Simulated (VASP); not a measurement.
A run of VASP 6.6.1 is set up as follows.

File INCAR:

```
ALGO = Fast
EDIFF = 1E-6
ENCUT = 520
ISIF = 2
ISMEAR = 0
LASPH = T
LCHARG = T
LELF = T
LREAL = F
LVHAR = T
LWAVE = F
NBANDS = 34
NELM = 80
PREC = Accurate
SIGMA = 0.15
```

KPOINTS

```
k-points
0
Gamma
  10 10 10
```

The input POSCAR:

```
Ga
1.0
    2.2085777266     -3.7454996903     -0.2484649942
    2.2085777266      3.7454996903     -0.2484649942
   -0.4993956970      0.0000000000      5.1049337912
Ga
4
Direct
    0.1560190462      0.8439809538      0.0845038705
    0.6560190462      0.3439809538      0.4154961295
    0.8439809538      0.1560190462      0.9154961295
    0.3439809538      0.6560190462      0.5845038705
```

Potentials or basis: VASP PAW LDA potentials, release 64 (Ga_d).

Launch:

```bash
$ cat potpaw_LDA.64/Ga_d/POTCAR > POTCAR
$ mpirun -np 1 vasp_std > vasp.out
```

(1) Predict the largest force.

(2) What does it give for the band gap on the k mesh?

(3) Estimate the pressure.

Results:

(1) 0.496 eV/Å.

(2) zero (bands 26 and 27 overlap by 1.91 eV).

(3) -3.8 GPa.

Caveat: the cell differs from its parent crystal (engineering shear strain xz -0.2250, normal strain along z +0.1500); the cell stands under tension.
